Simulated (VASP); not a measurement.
Input of a VASP 6.6.1 run:

File INCAR:

```
  PREC = Accurate
  ENCUT = 520
  EDIFF = 1E-8
  ISMEAR = -1
  SIGMA = 0.05
  LREAL = F
  LASPH = T
  NELM = 100
  ALGO = Normal
  ISIF = 2
  LWAVE = F
  LCHARG = F
  GGA = PE
  LEFG = T
  NBANDS = 15
```

KPOINTS

```
regular mesh
0
Gamma
  9 9 9
```

Contents of POSCAR:

```
Al2Pt
1.0
    0.0000000000      2.9550000000      2.9550000000
    2.9550000000      0.0000000000      2.9550000000
    2.9550000000      2.9550000000      0.0000000000
Al Pt
2 1
Direct
    0.2125000000      0.2125000000      0.2125000000
    0.7500000000      0.7500000000      0.7500000000
    0.0375000000      0.0375000000      0.0375000000
```

Potentials or basis: VASP PAW PBE potentials, release 64 (Al, Pt).

Command:

```bash
$ cat potpaw_PBE.64/Al/POTCAR potpaw_PBE.64/Pt/POTCAR > POTCAR
$ mpirun -np 1 vasp_std > vasp.out
```

Task: What does it give for the band gap on the k mesh?

Result: Zero (band 8 reaches 11.50 eV, above the bottom of band 9 at 6.75 eV).

Task: Estimate the pressure.

Result: 38.9 GPa.

Task: Predict the largest force.

Result: 20.472 eV/Å.

Forces in eV/Å, atoms in the order of the input:
```
Al   11.819  11.819  11.819
Al   -0.002  -0.002  -0.002
Pt  -11.817 -11.817 -11.817
```

Caveat: the cell differs from its parent crystal (shortest bond scaled by 0.7); without QUAD_EFG the Cq values of the log hold for a quadrupole moment of 1 mb, not for the nuclei; spin-orbit coupling is left out, which moves the levels of the heavy elements; forces of over 1 eV/Å act on the atoms, so gaps and moduli don't describe the material at rest.
